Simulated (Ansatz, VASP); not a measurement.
# Two plane-wave programs on ScInTeSe

```
Sc In Te Se
1.0
     4.14932    0.00000    0.00000
    -2.07466    3.59342    0.00000
     0.00000    0.00000   15.31657
Sc In Te Se
2 2 2 2
Direct
  0.33333 0.66667 0.26155
  0.33333 0.66667 0.73845
  0.66667 0.33333 0.50000
  0.00000 0.00000 0.00000
  0.66667 0.33333 0.14994
  0.66667 0.33333 0.85006
  0.00000 0.00000 0.34947
  0.00000 0.00000 0.65053
```

Alike in both runs: task relaxation of cell and atoms; functional PBE; k mesh 12 × 12 × 2; occupations gaussian, width 0.1 eV; no spin polarisation.

|  | VASP | Ansatz |
| --- | --- | --- |
| version | VASP 6.6.1 | Ansatz 0.2.0 |
| potentials or method | VASP PAW PBE potentials, release 64 (Sc_sv, In_d, Te, Se), cutoff 600 eV | scalar-relativistic, plane waves, PAW |
| valence electrons in the cell | 72 | 112 |

Ansatz gave:

| Item | Value |
| --- | --- |
| gap on the k mesh at the Fermi level, each at its own relaxed structure (eV) | none |
| relaxed volume (Å³/atom) | 28.35 |
| relaxed cell length with the largest relative difference (Å) | 4.062 |

Problem. What did VASP give for the same quantities?

Solution. gap on the k mesh at the Fermi level, each at its own relaxed structure (eV): none; relaxed volume (Å³/atom): 28.36; relaxed cell length with the largest relative difference (Å): 4.063.

A gap of «none» marks a metal or a gap that the smearing closes. VASP's potentials hold 72 valence electrons a cell and Ansatz's 112, so a difference there can come from the potentials and not from the codes.

Neither program's run includes spin-orbit coupling.
